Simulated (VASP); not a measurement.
# Te (Im-3m) in VASP: notebook, part 2 of 2

VASP 6.6.1. Earlier steps stand in the parts before.

### 3 Single point, PBE

The input, INCAR:

```
PREC = Accurate
ENCUT = 520
EDIFF = 1E-7
ISMEAR = -1
SIGMA = 0.08
LREAL = False
LASPH = True
NELM = 80
ALGO = Normal
ISIF = 2
LWAVE = False
LCHARG = False
GGA = PE
NBANDS = 9
```

The input, KPOINTS:

```
Automatic mesh
0
Gamma
  14 14 14
```

The input, POSCAR:

```
Te
1.0
   -1.9094265695      1.9094265695      1.9094265695
    1.9094265695     -1.9094265695      1.9094265695
    1.9094265695      1.9094265695     -1.9094265695
Te
1
Direct
    0.0000000000      0.0000000000      0.0000000000
```

Potentials or basis: VASP PAW PBE potentials, release 64 (Te).

Launch:

```bash
$ cat potpaw_PBE.64/Te/POTCAR > POTCAR
$ mpirun -np 1 vasp_std > vasp.out
```

OUTCAR:

```text
PREC = Accurate
   ENCUT = 520
   EDIFF = 1E-7
   ISMEAR = -1
   LREAL = False
   LASPH = True
   NELM = 80
   ISIF = 2
   GGA = PE

 ion  position               nearest neighbor table
   1  0.000  0.000  0.000-

  LATTYP: Found a body centered cubic cell.
 ALAT       =     3.8188531390

  Lattice vectors:

 A1 = (  -1.9094265695,   1.9094265695,   1.9094265695)
 A2 = (   1.9094265695,  -1.9094265695,   1.9094265695)
 A3 = (   1.9094265695,   1.9094265695,  -1.9094265695)

Analysis of symmetry for initial positions (statically):
=====================================================================
 Subroutine PRICEL returns:
 Original cell was already a primitive cell.

 Routine SETGRP: Setting up the symmetry group for a
 body centered cubic supercell.

 Subroutine GETGRP returns: Found 48 space group operations
 (whereof 48 operations were pure point group operations)
 out of a pool of 48 trial point group operations.

The static configuration has the point symmetry O_h .

[... 153 lines left out ...]
  ---------------------------------------------------
  free energy    TOTEN  =        -2.83958119 eV

  energy without entropy =       -2.82298827  energy(sigma->0) =       -2.83128473

 E-fermi :   8.1289     XC(G=0): -10.1756

 val. band max:        8.0778368174   @ k =  -0.3571   0.5000   0.2143
 cond. band min:       8.1645739561   @ k =  -0.2143   0.2143   0.2143
 fundamental gap:      0.0867371387
 Fermi energy:         8.1288578083

 k-point     1 :       0.0000    0.0000    0.0000
  band No.  band energies     occupation
      1      -5.8838      2.00000
      2      11.2517      0.00000
      3      11.2517      0.00000
      4      11.2517      0.00000
      5      18.0789      0.00000
      6      18.0789      0.00000
      7      18.0789      0.00000
      8      18.2324      0.00000
      9      20.0587      0.00000
[... 265 lines left out ...]
 k-point    24 :       0.3571    0.2857    0.0000
  band No.  band energies     occupation
      1      -2.2044      2.00000
      2       3.3232      2.00000
      3       4.3326      2.00000
      4       9.0883      0.00001
      5      15.7003      0.00000
      6      18.1188      0.00000
      7      18.9940      0.00000
      8      22.0853      0.00000
      9      24.0850      0.00000

 [... further k-points ...]
[... 5 lines left out ...]
  --------------------------------------------------------------------------------------
  -------------------------------------------------------------------------------------
  Total        0.2607727      0.2607727      0.2607727     -0.0000000     -0.0000000     -0.0000000
  in kB       15.0038884     15.0038884     15.0038884     -0.0000000     -0.0000000     -0.0000000
  external PRESSURE =      15.0038884 kB  Pullay stress =       0.0000000 kB

 VOLUME and BASIS-vectors are now :
 -----------------------------------------------------------------------------
  energy-cutoff  :      520.00
  volume of cell :       27.85
      direct lattice vectors                 reciprocal lattice vectors
    -1.909426569  1.909426569  1.909426569     0.000000000  0.261858721  0.261858721
     1.909426569 -1.909426569  1.909426569     0.261858721  0.000000000  0.261858721
     1.909426569  1.909426569 -1.909426569     0.261858721  0.261858721  0.000000000

 POSITION                                       TOTAL-FORCE (eV/Angst)
 -----------------------------------------------------------------------------------
      0.00000      0.00000      0.00000        -0.000000      0.000000     -0.000000
 -----------------------------------------------------------------------------------
    total drift:                                0.000000      0.000000      0.000000

  FREE ENERGIE OF THE ION-ELECTRON SYSTEM (eV)
  ---------------------------------------------------
  free  energy   TOTEN  =        -2.8395811871 eV

  energy  without entropy=       -2.8229882698  energy(sigma->0) =       -2.83128473
```

OSZICAR:

```text
N       E                     dE             d eps       ncg     rms          rms(c)
DAV:   1     0.100508612203E+02    0.10051E+02   -0.23667E+03  1872   0.517E+02
DAV:   2    -0.254291753453E+01   -0.12594E+02   -0.12219E+02  2565   0.703E+01
DAV:   3    -0.283756738115E+01   -0.29465E+00   -0.29113E+00  2295   0.102E+01
DAV:   4    -0.283904567404E+01   -0.14783E-02   -0.14782E-02  2609   0.882E-01
DAV:   5    -0.283905283315E+01   -0.71591E-05   -0.71593E-05  2358   0.502E-02    0.685E+00
DAV:   6    -0.283902269487E+01    0.30138E-04   -0.21007E-03  2274   0.244E-01    0.420E+00
DAV:   7    -0.283958689117E+01   -0.56420E-03   -0.47335E-03  2131   0.364E-01    0.174E-01
DAV:   8    -0.283958372781E+01    0.31634E-05   -0.13531E-04  2113   0.708E-02    0.276E-02
DAV:   9    -0.283958235960E+01    0.13682E-05   -0.30920E-06  2676   0.119E-02    0.105E-02
DAV:  10    -0.283958148069E+01    0.87891E-06   -0.38642E-07  2192   0.316E-03    0.955E-03
DAV:  11    -0.283958115592E+01    0.32477E-06   -0.31318E-08  1369   0.141E-03    0.329E-04
DAV:  12    -0.283958118708E+01   -0.31160E-07   -0.16697E-09  1120   0.274E-04
   1 F= -.28395812E+01 E0= -.28312847E+01  d E =-.165929E-01
```

stdout:

```text
POSCAR found type information on POSCAR Te
 POSCAR found :  1 types and       1 ions
 scaLAPACK will be used
 LDA part: xc-table for (Slater+PW92), standard interpolation
 POSCAR, INCAR and KPOINTS ok, starting setup
 FFT: planning ... GRIDC
 FFT: planning ... GRID_SOFT
 FFT: planning ... GRID
 WAVECAR not read
 entering main loop
```

Wall time 17 s (1 thread of AMD EPYC 9R45 (Zen 5), shared host); peak memory 0.14 GiB.

Results:

| Quantity | Value |
| --- | --- |
| Free energy | -2.8396 eV |
| Pressure | 1.5 GPa |
| Band gap on the k mesh | zero (bands 3 and 4 overlap by 6.12 eV) |

Caveat: spin-orbit coupling is left out, which moves the levels of the heavy elements.

### 4 Relaxation of cell and atoms, PBE, target pressure 1.6 GPa, at which the enthalpy is minimised

The input, INCAR:

```
PREC = Accurate
ENCUT = 600
EDIFF = 1E-6
ISMEAR = -1
SIGMA = 0.08
LREAL = F
LASPH = T
NELM = 60
ALGO = Normal
ISIF = 3
LWAVE = F
LCHARG = F
GGA = PE
IBRION = 2
NSW = 60
EDIFFG = -0.005
PSTRESS = 16.0
```

KPOINTS is that of step 3.

POSCAR is that of step 3.

Launch:

```bash
$ cat potpaw_PBE.64/Te/POTCAR > POTCAR
$ mpirun -np 1 vasp_std > vasp.out
```

Run time: 21 s. Hardware: 1 thread of AMD EPYC 9R45 (Zen 5), shared host; peak memory 0.14 GiB.

Results (log left out):

```
Free energy                                                : -2.8391 eV
Relaxed volume                                             : 27.80 Å³/atom
Relaxed cell                                               : a = 3.305 Å, b = 3.305 Å, c = 3.305 Å, α = 109.47°, β = 109.47°, γ = 109.47°
Space group after relaxing (to 0.1 Å)                      : Im-3m (No. 229)
Energy change on relaxing (the run minimises the enthalpy) : +0.4 meV/atom
Ionic steps                                                : 3
Pressure after relaxing                                    : 1.6 GPa
Band gap on the k mesh                                     : zero (bands 3 and 4 overlap by 6.13 eV)
```

Step by step:
| step | energy change (eV) | largest force (eV/Å) | pressure (GPa) | volume (Å³) |
| --- | --- | --- | --- | --- |
| 1 | 0.0000 | 0.0000 | 1.50 | 27.85 |
| 2 | 0.0007 | 0.0000 | 1.66 | 27.78 |
| 3 | 0.0004 | 0.0000 | 1.60 | 27.80 |

Final structure:
```xyz
1
Lattice="-1.9084 1.9084 1.9084 1.9084 -1.9084 1.9084 1.9084 1.9084 -1.9084" Properties=species:S:1:pos:R:3 pbc="T T T"
Te    0.0000    0.0000    0.0000
```

Levels at points of the mesh, in eV from the Fermi level:
| k point | band 1 | band 2 | band 3 | band 4 | band 5 | band 6 | band 7 |
| --- | --- | --- | --- | --- | --- | --- | --- |
| (0.00, 0.00, 0.00) | -14.03 | 3.13 | 3.13 | 3.13 | 9.95 | 9.95 | 9.95 |
| (0.50, 0.00, 0.00) | -10.86 | -6.06 | 0.09 | 2.08 | 5.57 | 6.48 | 12.99 |
| (0.50, 0.50, 0.50) | -8.55 | -3.00 | -3.00 | -3.00 | 2.87 | 2.87 | 17.27 |

Caveat: the cell is relaxed towards a set pressure, so the run minimises the enthalpy, not the energy; spin-orbit coupling is left out, which moves the levels of the heavy elements.

### 5 Relaxation of cell and atoms, PBE, target pressure 1.6 GPa, at which the enthalpy is minimised

The input, INCAR:

```
SYSTEM = Te
  PREC = Accurate
  ENCUT = 600
  EDIFF = 1E-7
  ISMEAR = -1
  SIGMA = 0.08
  LREAL = .False.
  LASPH = .True.
  NELM = 100
  ALGO = Normal
  ISIF = 3
  LWAVE = .False.
  LCHARG = .False.
  GGA = PE
  IBRION = 2
  NSW = 32
  EDIFFG = -0.005
  PSTRESS = 16.0
```

The input, KPOINTS:

```
Automatic mesh
0
Gamma
  14 14 14
  0 0 0
```

POSCAR is that of step 4.

Launch:

```bash
$ cat potpaw_PBE.64/Te/POTCAR > POTCAR
$ mpirun -np 1 vasp_std > vasp.out
```

Wall time 24 s (1 thread of AMD EPYC 9R45 (Zen 5), shared host); peak memory 0.14 GiB.

It converged, with:

```yaml
Free_energy: -2.8391 eV
Relaxed_volume: 27.80 Å³/atom
Relaxed_cell: a = 3.305 Å, b = 3.305 Å, c = 3.305 Å, α = 109.47°, β = 109.47°, γ = 109.47°
Space_group_after_relaxing_to_0.1_Å: Im-3m (No. 229)
Energy_change_on_relaxing_the_run_minimises_the_enthalpy: +0.5 meV/atom
Ionic_steps: 3
Pressure_after_relaxing: 1.6 GPa
Band_gap_on_the_k_mesh: zero (bands 3 and 4 overlap by 6.13 eV)
```

Step by step:
```csv
step,energy change (eV),largest force (eV/Å),pressure (GPa),volume (Å³)
1,0.0000,0.0000,1.50,27.85
2,0.0007,0.0000,1.66,27.78
3,0.0005,0.0000,1.61,27.80
```

Final structure:
```xyz
1
Lattice="-1.9083 1.9083 1.9083 1.9083 -1.9083 1.9083 1.9083 1.9083 -1.9083" Properties=species:S:1:pos:R:3 pbc="T T T"
Te    0.0000    0.0000    0.0000
```

Levels at points of the mesh, in eV from the Fermi level:
| k point | band 1 | band 2 | band 3 | band 4 | band 5 | band 6 | band 7 |
| --- | --- | --- | --- | --- | --- | --- | --- |
| (0.00, 0.00, 0.00) | -14.03 | 3.13 | 3.13 | 3.13 | 9.95 | 9.95 | 9.95 |
| (0.50, 0.00, 0.00) | -10.86 | -6.06 | 0.09 | 2.09 | 5.57 | 6.48 | 12.99 |
| (0.50, 0.50, 0.50) | -8.55 | -3.00 | -3.00 | -3.00 | 2.87 | 2.87 | 17.27 |

Caveat: the cell is relaxed towards a set pressure, so the run minimises the enthalpy, not the energy; spin-orbit coupling is left out, which moves the levels of the heavy elements.
